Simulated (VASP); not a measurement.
Here is a VASP 6.6.1 calculation.

File INCAR:

```
  PREC = Accurate
  ENCUT = 600
  EDIFF = 1E-6
  ISMEAR = -1
  SIGMA = 0.05
  LREAL = F
  LASPH = T
  NELM = 200
  ALGO = Normal
  ISIF = 2
  LWAVE = F
  LCHARG = F
  ISPIN = 2
  MAGMOM = 0.65 0.694 0.694
  LORBIT = 11
  LMAXMIX = 4
  GGA = PE
  NBANDS = 26
  GGA_COMPAT = F
```

KPOINTS

```
regular mesh
0
Gamma
  10 10 15
```

The input POSCAR:

```
Ni
1.0
    3.9370144617      0.0000000000      0.0000000000
   -1.9685072308      3.4095545389      0.0000000000
    0.0000000000      0.0000000000      2.3858350131
Ni
3
Direct
    0.0000000000      0.0000000000      0.0000000000
    0.3333333333      0.6666666667      0.5000000000
    0.6666666667      0.3333333333      0.5000000000
```

Potentials or basis: VASP PAW PBE potentials, release 64 (Ni).

Launch:

```sh
$ cat potpaw_PBE.64/Ni/POTCAR > POTCAR
$ mpirun -np 1 vasp_std > vasp.out
```

(1) Predict the pressure.

(2) Predict the net moment.

(3) What does it give for the site moments?

Results:

(1) 8.1 GPa.

(2) 1.83 μB per cell.

(3) Ni +0.59, +0.63 (each value once) μB.

Caveat: the cell stands under pressure.
